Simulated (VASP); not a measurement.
Here is a VASP 6.6.1 calculation.

The input INCAR:

```
PREC = Accurate
ENCUT = 520
EDIFF = 1E-6
ISMEAR = 0
SIGMA = 0.3
LREAL = False
LASPH = True
NELM = 100
ALGO = Normal
ISIF = 2
LWAVE = False
LCHARG = True
GGA = PS
LELF = True
LVHAR = True
NBANDS = 32
```

KPOINTS

```
regular mesh
0
Gamma
  8 8 3
```

The input POSCAR:

```
Zr3HC2
1.0
    3.3595800000      0.0000000000      0.0000000000
   -1.6797900000      2.9094820000      0.0000000000
    0.0000000000      0.0000000000      8.0238460000
Zr H C
3 1 2
Direct
    0.0000000000      0.0000000000      0.5000000000
    0.3333333333      0.6666666667      0.1780850000
    0.6666666667      0.3333333333      0.8219150000
    0.0000000000      0.0000000000      0.0000000000
    0.3333333333      0.6666666667      0.6755830000
    0.6666666667      0.3333333333      0.3244170000
```

Potentials or basis: VASP PAW PBE potentials, release 64 (Zr_sv, H, C).

The run is started by

```console
$ cat potpaw_PBE.64/Zr_sv/POTCAR potpaw_PBE.64/H/POTCAR potpaw_PBE.64/C/POTCAR > POTCAR
$ mpirun -np 1 vasp_std > vasp.out
```

Q: Predict the pressure.

A: -6.3 GPa.

Q: Estimate the band gap on the k mesh.

A: Zero (an odd number of electrons rules out a gap without spin polarisation).

Q: What does it give for the largest force?

A: 0.350 eV/Å.

Forces on the atoms (eV/Å):
```
Zr   0.000  0.000  0.000
Zr   0.000  0.000  0.350
Zr   0.000  0.000 -0.350
H    0.000  0.000  0.000
C    0.000  0.000 -0.045
C    0.000  0.000  0.045
```

Caveat: the cell stands under tension; so wide a smearing shifts energies and pressures; the PAW data sets were made with another functional, which shifts forces and pressure a little; an odd number of electrons without spin polarisation forces a metal; a magnetic or distorted state may lie lower.
